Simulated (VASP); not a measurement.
# Be3Ga in VASP: further runs

Be3Ga is run at these levels: PBE; tasks: relaxation of cell and atoms, single point.

Everything below comes from runs of VASP 6.6.1. Logs are shortened: lines on timing, memory, paths and dates and some standing lists are left out, and cuts for length are marked.

### 1 The cell of the first run

Symmetry: P4/mmm, No. 123, tetragonal system. The conventional cell has a = 3.390 Å, b = 3.390 Å, c = 3.355 Å, α = 90.00°, β = 90.00°, γ = 90.00°. Be (site symmetry mmm) has 8 Be at 2.38 to 2.40 Å and 4 Ga at 2.38 Å within 3.2 Å. Be (site symmetry 4/mmm) has 8 Be at 2.38 Å and 4 Ga at 2.40 Å within 3.2 Å. Within 3.2 Å of Ga (site symmetry 4/mmm) lie 12 Be at 2.38 to 2.40 Å.

### 2 Relaxation of cell and atoms, PBE

Input file INCAR:

```
  ALGO = Fast
  EDIFF = 1E-6
  EDIFFG = -0.04
  ENCUT = 600
  GGA = PE
  IBRION = 2
  ISIF = 3
  ISMEAR = 0
  LASPH = True
  LCHARG = False
  LREAL = False
  LWAVE = False
  NELM = 100
  NSW = 90
  PREC = Accurate
  SIGMA = 0.1
```

Input file KPOINTS:

```
k-points
0
Gamma
  6 6 6
```

Input file POSCAR:

```
Be3Ga
1.0
    3.3897395290      0.0000000000      0.0000000000
    0.0000000000      3.3897395290      0.0000000000
    0.0000000000      0.0000000000      3.3548977378
Be Ga
3 1
Direct
    0.0000000000      0.5000000000      0.5000000000
    0.5000000000      0.0000000000      0.5000000000
    0.5000000000      0.5000000000      0.0000000000
    0.0000000000      0.0000000000      0.0000000000
```

Potentials or basis: VASP PAW PBE potentials, release 64 (Be, Ga_d).

Run with:

```
$ cat potpaw_PBE.64/Be/POTCAR potpaw_PBE.64/Ga_d/POTCAR > POTCAR
$ mpirun -np 1 vasp_std > vasp.out
```

OUTCAR:

```text
EDIFF = 1E-6
   EDIFFG = -0.04
   ENCUT = 600
   GGA = PE
   IBRION = 2
   ISIF = 3
   ISMEAR = 0
   LASPH = True
   LREAL = False
   NELM = 100
   NSW = 90
   PREC = Accurate

 ion  position               nearest neighbor table
   1  0.000  0.500  0.500-   3 2.38   4 2.38   3 2.38   4 2.38   4 2.38   4 2.38   3 2.38   3 2.38

   2  0.500  0.000  0.500-   3 2.38   4 2.38   3 2.38   4 2.38   3 2.38   3 2.38   4 2.38   4 2.38

   3  0.500  0.500  0.000-   1 2.38   2 2.38   1 2.38   2 2.38   2 2.38   2 2.38   1 2.38   1 2.38
                             4 2.40   4 2.40   4 2.40   4 2.40
   4  0.000  0.000  0.000-   1 2.38   2 2.38   1 2.38   2 2.38   1 2.38   1 2.38   2 2.38   2 2.38
                             3 2.40   3 2.40   3 2.40   3 2.40

  LATTYP: Found a simple tetragonal cell.
 ALAT       =     3.3897395290
 C/A-ratio  =     0.9897213957

  Lattice vectors:

 A1 = (   3.3897395290,   0.0000000000,   0.0000000000)
 A2 = (   0.0000000000,   3.3897395290,   0.0000000000)
 A3 = (   0.0000000000,   0.0000000000,   3.3548977378)

Analysis of symmetry for initial positions (statically):
=====================================================================
 Subroutine PRICEL returns:
 Original cell was already a primitive cell.

 Routine SETGRP: Setting up the symmetry group for a
 simple tetragonal supercell.

 Subroutine GETGRP returns: Found 16 space group operations
 (whereof 16 operations were pure point group operations)
 out of a pool of 16 trial point group operations.

The static configuration has the point symmetry D_4h.

Analysis of symmetry for dynamics (positions and initial velocities):
=====================================================================
 Subroutine PRICEL returns:
 Original cell was already a primitive cell.

 Routine SETGRP: Setting up the symmetry group for a
 simple tetragonal supercell.

 Subroutine GETGRP returns: Found 16 space group operations
 (whereof 16 operations were pure point group operations)
 out of a pool of 16 trial point group operations.

The dynamic configuration has the point symmetry D_4h.

 Subroutine INISYM returns: Found 16 space group operations
 (whereof 16 operations are pure point group operations),
 and found     1 'primitive' translations

----------------------------------------------------------------------------------------

                                     Primitive cell

  volume of cell :      38.5489

  direct lattice vectors                    reciprocal lattice vectors
     3.389739529  0.000000000  0.000000000     0.295007918  0.000000000  0.000000000
     0.000000000  3.389739529  0.000000000     0.000000000  0.295007918  0.000000000
     0.000000000  0.000000000  3.354897738     0.000000000  0.000000000  0.298071679

  length of vectors
     3.389739529  3.389739529  3.354897738     0.295007918  0.295007918  0.298071679

  position of ions in fractional coordinates (direct lattice)
     0.000000000  0.500000000  0.500000000
     0.500000000  0.000000000  0.500000000
     0.500000000  0.500000000  0.000000000
     0.000000000  0.000000000  0.000000000

  ion indices of the primitive-cell ions
   primitive index   ion index
                 1           1
                 2           2
                 3           3
                 4           4

----------------------------------------------------------------------------------------

 KPOINTS: k-points

Automatic generation of k-mesh.
 Grid dimensions read from file:
 generate k-points for:    6    6    6

 Generating k-lattice:

  Cartesian coordinates                     Fractional coordinates (reciprocal lattice)
     0.049167986  0.000000000  0.000000000     0.166666667  0.000000000  0.000000000
     0.000000000  0.049167986  0.000000000     0.000000000  0.166666667  0.000000000
     0.000000000  0.000000000  0.049678613     0.000000000  0.000000000  0.166666667

  Length of vectors
     0.049167986  0.049167986  0.049678613

  Shift w.r.t. Gamma in fractional coordinates (k-lattice)
     0.000000000  0.000000000  0.000000000

 Subroutine IBZKPT returns following result:
 ===========================================

 Found     40 irreducible k-points:

 Following reciprocal coordinates:
            Coordinates               Weight
  0.000000  0.000000  0.000000      1.000000
  0.166667  0.000000  0.000000      4.000000
  0.333333  0.000000  0.000000      4.000000
  0.500000  0.000000  0.000000      2.000000
  0.166667  0.166667  0.000000      4.000000
  0.333333  0.166667  0.000000      8.000000
[... 16 lines left out ...]
  0.333333  0.000000  0.333333      8.000000
  0.500000  0.000000  0.333333      4.000000
 [... further k-points ...]
   k-points           NKPTS =     40   k-points in BZ     NKDIM =     40   number of bands    NBANDS=     13
   number of dos      NEDOS =    301   number of ions     NIONS =      4
   total plane-waves  NPLWV =  21952
   dimension x,y,z NGX =    28 NGY =   28 NGZ =   28
   dimension x,y,z NGXF=    56 NGYF=   56 NGZF=   56
   ions per type =               3   1
   NGX,Y,Z   is equivalent  to a cutoff of  13.73, 13.73, 13.87 a.u.
   NGXF,Y,Z  is equivalent  to a cutoff of  27.46, 27.46, 27.75 a.u.
 SYSTEM =  unknown system
   PREC   = accura    normal or accurate (medium, high low for compatibility)
   ISTART =      0    job   : 0-new  1-cont  2-samecut
   ICHARG =      2    charge: 1-file 2-atom 10-const
   ISPIN  =      1    spin polarized calculation?
   LNONCOLLINEAR =      F non collinear calculations
   LSORBIT =      F    spin-orbit coupling
   LASPH  =      T    aspherical Exc in radial PAW
   ENCUT  =  600.0 eV  44.10 Ry    6.64 a.u.   6.77  6.77  6.70*2*pi/ulx,y,z
   NELM   =    100;   NELMIN=  2; NELMDL= -5     # of ELM steps
   EDIFF  = 0.1E-05   stopping-criterion for ELM
   LREAL  =      F    real-space projection
   EDIFFG = -.4E-01   stopping-criterion for IOM
   NSW    =     90    number of steps for IOM
   IBRION =      2    ionic relax: 0-MD 1-quasi-New 2-CG
   NFREE  =      1    steps in history (QN), initial steepest desc. (CG)
   ISIF   =      3    stress and relaxation
   ISYM   =      2    0-nonsym 1-usesym 2-fastsym
   POTIM  = 0.5000    time-step for ionic-motion
   TEBEG  =    0.0;   TEEND  =   0.0 temperature during run
   PSTRESS=    0.0 pullay stress
   NELECT =      19.0000    total number of electrons
   NUPDOWN=      -1.0000    fix difference up-down
   EMIN   =  10.00;   EMAX   =-10.00  energy-range for DOS
   EFERMI =   0.00;   METHOD = LEGACY
   ISMEAR =     0;   SIGMA  =   0.10  broadening in eV -4-tet -1-fermi 0-gaus
   EFERMI_NEDOS =   21; number of points for ismear=-14 and -15
   IALGO  =     68    algorithm
   IMIX   =      4    mixing-type and parameters
     AMIX     =   0.40;   BMIX     =  1.00
     AMIX_MAG =   1.60;   BMIX_MAG =  1.00
  volume/ion in A,a.u.               =       9.64        65.04
  Fermi-wavevector in a.u.,A,eV,Ry     =   1.293169  2.443736 22.752844  1.672287
  Thomas-Fermi vector in A             =   2.424832
   LORBIT       =      0    0 simple, 1 ext, 2 COOP (PROOUT), +10 PAW based schemes
   GGA     = PE    functional components
   LHFCALC =     F    Hartree Fock is set to
   AEXX    =    0.0000 exact exchange contribution
   IVDW    =     0    specifies the selected vdW correction
   LEPSILON=     F    determine dielectric tensor
   LRPA    =     F    only Hartree local field effects (RPA)
 conjugate gradient relaxation of ions
 non-spin polarized calculation
 RMM-DIIS sequential band-by-band and
 Gauss-broadening in eV      SIGMA  =   0.10
  energy-cutoff  :      600.00
  volume of cell :       38.55
 maximum number of plane-waves:      1328
 NGX is ok and might be reduce to    28
   NGX = 13   NGY = 13   NGZ = 13

--------------------------------------- Ionic step        1  -------------------------------------------

 number of electron      19.0000011 magnetization

 Free energy of the ion-electron system (eV)
  ---------------------------------------------------
  ext. energy  EPLUGINS =         0.00000000
  ---------------------------------------------------
  free energy    TOTEN  =       -12.88602625 eV

  energy without entropy =      -12.87669514  energy(sigma->0) =      -12.88136070

------------------------ aborting loop because EDIFF is reached ----------------------------------------

  FORCE on cell =-STRESS in cart. coord.  units (eV):
  Direction    XX          YY          ZZ          XY          YZ          ZX
  --------------------------------------------------------------------------------------
  -------------------------------------------------------------------------------------
  Total        2.5445412      2.5445412      3.1016604      0.0000000      0.0000000      0.0000000
  in kB      105.7567568    105.7567568    128.9118646      0.0000000      0.0000000      0.0000000
  external PRESSURE =     113.4751261 kB  Pullay stress =       0.0000000 kB
[... 137 lines left out ...]
  energy  without entropy=      -13.0082958384  energy(sigma->0) =      -13.01087747

--------------------------------------- Ionic step        5  -------------------------------------------

 number of electron      18.9999993 magnetization

 Free energy of the ion-electron system (eV)
  ---------------------------------------------------
  ext. energy  EPLUGINS =         0.00000000
  ---------------------------------------------------
  free energy    TOTEN  =       -13.01390529 eV

  energy without entropy =      -13.00877907  energy(sigma->0) =      -13.01134218

 E-fermi :   6.9321     XC(G=0): -10.8913

 val. band max:        6.9249641464   @ k =   0.5000   0.5000   0.3333
 cond. band min:       7.0557013048   @ k =   0.1667   0.1667   0.5000
 fundamental gap:      0.1307371584
 Fermi energy:         6.9321151943

 k-point     1 :       0.0000    0.0000    0.0000
  band No.  band energies     occupation
      1      -8.2796      2.00000
      2      -8.2795      2.00000
      3      -8.1896      2.00000
      4      -8.1896      2.00000
      5      -8.1896      2.00000
      6      -4.9719      2.00000
      7       4.2865      2.00000
      8       4.2865      2.00000
      9       4.2942      2.00000
     10       8.0342      0.00000
     11       9.3291      0.00000
     12       9.3362      0.00000
     13      13.8581      0.00000
[... 353 lines left out ...]
 k-point    24 :       0.5000    0.0000    0.3333
  band No.  band energies     occupation
      1      -8.2815      2.00000
      2      -8.2504      2.00000
      3      -8.2325      2.00000
      4      -8.2196      2.00000
      5      -8.1572      2.00000
      6      -1.7476      2.00000
      7      -0.2721      2.00000
      8       2.4044      2.00000
      9       3.1678      2.00000
     10       8.8374      0.00000
     11       8.8520      0.00000
     12      11.6986      0.00000
     13      12.5766      0.00000

 [... further k-points ...]

------------------------ aborting loop because EDIFF is reached ----------------------------------------

  FORCE on cell =-STRESS in cart. coord.  units (eV):
  Direction    XX          YY          ZZ          XY          YZ          ZX
  --------------------------------------------------------------------------------------
  -------------------------------------------------------------------------------------
  Total        0.0387440      0.0387440      0.0754342      0.0000000      0.0000000      0.0000000
  in kB        1.4693609      1.4693609      2.8608356      0.0000000      0.0000000      0.0000000
  external PRESSURE =       1.9331858 kB  Pullay stress =       0.0000000 kB
[... 19 lines left out ...]
  FREE ENERGIE OF THE ION-ELECTRON SYSTEM (eV)
  ---------------------------------------------------
  free  energy   TOTEN  =       -13.0139052922 eV

  energy  without entropy=      -13.0087790694  energy(sigma->0) =      -13.01134218

 reached required accuracy - stopping structural energy minimisation
```

Run time: 36 s. Hardware: 1 thread of Intel Xeon 6975P-C (Granite Rapids), shared host; peak memory 0.17 GiB.

Results:

| Property | Result |
| --- | --- |
| Free energy | -13.0139 eV |
| Relaxed volume | 10.56 Å³/atom |
| Relaxed cell | a = 3.483 Å, b = 3.483 Å, c = 3.482 Å, α = 90.00°, β = 90.00°, γ = 90.00° |
| Space group after relaxing (to 0.05 Å) | Pm-3m (No. 221) |
| Energy gained by relaxing | 32.0 meV/atom |
| Ionic steps | 5 |
| Pressure after relaxing | 0.2 GPa |

Step by step:
| step | energy change (eV) | largest force (eV/Å) | pressure (GPa) | volume (Å³) |
| --- | --- | --- | --- | --- |
| 1 | 0.0000 | 0.0000 | 11.35 | 38.55 |
| 2 | -0.1273 | 0.0000 | -0.42 | 42.48 |
| 3 | -0.1275 | 0.0000 | -0.08 | 42.33 |
| 4 | -0.1274 | 0.0000 | 0.21 | 42.25 |
| 5 | -0.1279 | 0.0000 | 0.19 | 42.25 |

Final structure:
```xyz
4
Lattice="3.4833 0.0000 0.0000 0.0000 3.4833 0.0000 0.0000 0.0000 3.4818" Properties=species:S:1:pos:R:3 pbc="T T T"
Be    0.0000    1.7416    1.7409
Be    1.7416    0.0000    1.7409
Be    1.7416    1.7416    0.0000
Ga    0.0000    0.0000    0.0000
```

Caveat: the bands computed are all filled at some k points, so no gap is given.

### 3 Single point, PBE

This run uses another cell than the first one, of 10.49 Å³/atom, 1.088 times its volume.

Input file INCAR:

```
ALGO     = Normal         # electronic algorithm
EDIFF    = 1E-6           # SCF threshold, eV
ENCUT    = 520            # plane-wave cutoff, eV
GGA      = PE             # functional
ISIF     = 2              # what is computed and relaxed
ISMEAR   = 0              # smearing method
LASPH    = T              # aspherical terms in the spheres
LCHARG   = F              # write CHGCAR
LREAL    = F              # projectors in reciprocal space
LWAVE    = F              # write WAVECAR
NBANDS   = 18             # bands
NELM     = 80             # most SCF steps
PREC     = Accurate       # precision mode
SIGMA    = 0.1            # smearing width, eV
```

Input file KPOINTS:

```
k-points
0
Gamma
  14 14 14
```

Input file POSCAR:

```
Be3Ga
1.0
    3.4747944604      0.0000000000      0.0000000000
    0.0000000000      3.4747944604      0.0000000000
    0.0000000000      0.0000000000      3.4747944604
Be Ga
3 1
Direct
    0.0000000000      0.5000000000      0.5000000000
    0.5000000000      0.0000000000      0.5000000000
    0.5000000000      0.5000000000      0.0000000000
    0.0000000000      0.0000000000      0.0000000000
```

Potentials or basis: VASP PAW PBE potentials, release 64 (Be, Ga_d).

Run with:

```
$ cat potpaw_PBE.64/Be/POTCAR potpaw_PBE.64/Ga_d/POTCAR > POTCAR
$ mpirun -np 1 vasp_std > vasp.out
```

Wall time 34 s (1 thread of Intel Xeon 6975P-C (Granite Rapids), shared host); peak memory 0.21 GiB.

Results (log left out):

| Quantity | Value |
| --- | --- |
| Free energy | -13.0105 eV |
| Pressure | 0.1 GPa |

Levels at points of the mesh, in eV from the Fermi level:
```
           k point  band 7  band 8  band 9  band 10  band 11  band 12
(0.00, 0.00, 0.00)   -2.59   -2.59   -2.59     1.20     2.49     2.49
(0.50, 0.00, 0.00)   -8.31    0.48    0.48     0.73     0.73     2.45
(0.50, 0.50, 0.00)   -6.06   -6.06   -5.32     3.53     3.53     3.61
(0.50, 0.50, 0.50)   -4.94   -4.94   -4.33    -4.25    -0.80    -0.80
```

(Continued in part 2 of 2.)
